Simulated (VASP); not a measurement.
Runs of VASP 6.6.1 on V. The structure is that of space group Fd-3m (No. 227), or close to it. The cells are those of the table. This isn't the form of V at room conditions, which is bcc.

| task | spin | cell | k mesh | cutoff (eV) | smearing | gap on the mesh (eV) | pressure (GPa) | moment (μB) |
| --- | --- | --- | --- | --- | --- | --- | --- | --- |
| single point | non-collinear, zero start, SOC | a = 3.757 Å, angles 60.0°, 2 atoms | 10 × 10 × 10 | 520 | fermi-dirac 0.1 eV | - | 0.4 | 0.00 |
| single point | collinear, ferromagnetic start | a = 4.016 Å, angles 60.0°, 2 atoms | 16 × 16 × 16 | 520 | fermi-dirac 0.05 eV | none | -5.4 | 3.92 |
| single point | collinear, ferromagnetic start | a = 3.814 Å, angles 60.0°, 2 atoms | 16 × 16 × 16 | 520 | fermi-dirac 0.05 eV | none | 2.9 | 3.71 |
| single point | off | a = 3.601 Å, angles 60.0°, 2 atoms | 17 × 17 × 17 | 520 | fermi-dirac 0.1 eV | none | 11.1 | - |
| single point | off | a = 3.707 Å, angles 60.0°, 2 atoms | 17 × 17 × 17 | 520 | fermi-dirac 0.1 eV | none | (b) | - |
| relaxation of cell and atoms | off | relaxed from a = 3.751 Å, angles 60.0°, 2 atoms | 10 × 10 × 10 | 600 | fermi-dirac 0.1 eV | none | 0.1 | - |
| single point | off | a = 3.807 Å, angles 60.0°, 2 atoms | 17 × 17 × 17 | 520 | fermi-dirac 0.1 eV | none | (a) | - |
| single point | off | a = 3.757 Å, angles 60.0°, 2 atoms | 17 × 17 × 17 | 520 | fermi-dirac 0.1 eV | none | 0.4 | - |
| single point | off | a = 3.855 Å, angles 60.0°, 2 atoms | 17 × 17 × 17 | 520 | fermi-dirac 0.1 eV | none | -3.8 | - |
| single point | off | a = 3.902 Å, angles 60.0°, 2 atoms | 17 × 17 × 17 | 520 | fermi-dirac 0.1 eV | none | -5.4 | - |
| single point | off | a = 3.654 Å, angles 60.0°, 2 atoms | 17 × 17 × 17 | 520 | fermi-dirac 0.1 eV | none | 6.8 | - |
| single point | collinear, ferromagnetic start | a = 3.867 Å, angles 60.0°, 2 atoms | 16 × 16 × 16 | 520 | fermi-dirac 0.05 eV | none | 0.2 | 3.79 |

Alike in all rows: level PBE; potentials or basis VASP PAW PBE potentials, release 64 (V_sv).

Q: Fill in the values left out.

A: (a) -1.9; (b) 3.3.

Caveats: the cell stands under tension (at least some runs); the cell stands under pressure (at least some runs).

A gap of «none» marks levels without a gap at the run's occupations.
